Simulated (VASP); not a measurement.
A run of VASP 6.6.1:

Contents of INCAR:

```
PREC     = Accurate       # precision mode
ENCUT    = 520            # plane-wave cutoff, eV
EDIFF    = 1E-6           # SCF threshold, eV
ISMEAR   = 1              # smearing method
SIGMA    = 0.1464         # smearing width, eV
LREAL    = False          # projectors in reciprocal space
LASPH    = True           # aspherical terms in the spheres
NELM     = 150            # most SCF steps
ALGO     = Normal         # electronic algorithm
ISIF     = 2              # what is computed and relaxed
LWAVE    = False          # write WAVECAR
LCHARG   = True           # write CHGCAR
ISPIN    = 2              # spin polarisation
MAGMOM   = 5.78 0.08 0.01 0.01 0.67 0.67 0.67 0.67 # initial moments
LORBIT   = 11             # projections on sites
LMAXMIX  = 6              # l up to which the mixer works
GGA      = PE             # functional
LELF     = True           # ELF
LVHAR    = True         
NBANDS   = 42             # bands
```

The input KPOINTS:

```
Automatic mesh
0
Gamma
  7 7 3
```

File POSCAR:

```
Li2DyBrO4
1.0
    3.5184597500      0.0000000000      0.0000000000
    0.0000000000      3.5184597500      0.0000000000
    0.0000000000      0.0000000000      8.3083198500
Dy Br Li O
1 1 2 4
Direct
    0.0000000000      0.0000000000      0.0000000000
    0.0000000000      0.0000000000      0.5000000000
    0.5000000000      0.5000000000      0.7277000000
    0.5000000000      0.5000000000      0.2723000000
    0.5000000000      0.0000000000      0.8500000000
    0.0000000000      0.5000000000      0.8500000000
    0.5000000000      0.0000000000      0.1500000000
    0.0000000000      0.5000000000      0.1500000000
```

Potentials or basis: VASP PAW PBE potentials, release 64 (Dy, Br, Li_sv, O).

Run with:

```sh
$ cat potpaw_PBE.64/Dy/POTCAR potpaw_PBE.64/Br/POTCAR potpaw_PBE.64/Li_sv/POTCAR potpaw_PBE.64/O/POTCAR > POTCAR
$ mpirun -np 1 vasp_std > vasp.out
```

Hardware: 1 thread of Intel(R) Xeon(R) 6975P-C (Granite Rapids), on a shared host.

**Question.** Estimate the wall time of this run.

**Answer.** It took 8 min on 1 thread of Intel(R) Xeon(R) 6975P-C (Granite Rapids), on a shared host, peak memory 0.37 GiB. Counts: scf iterations 63, k points 20.
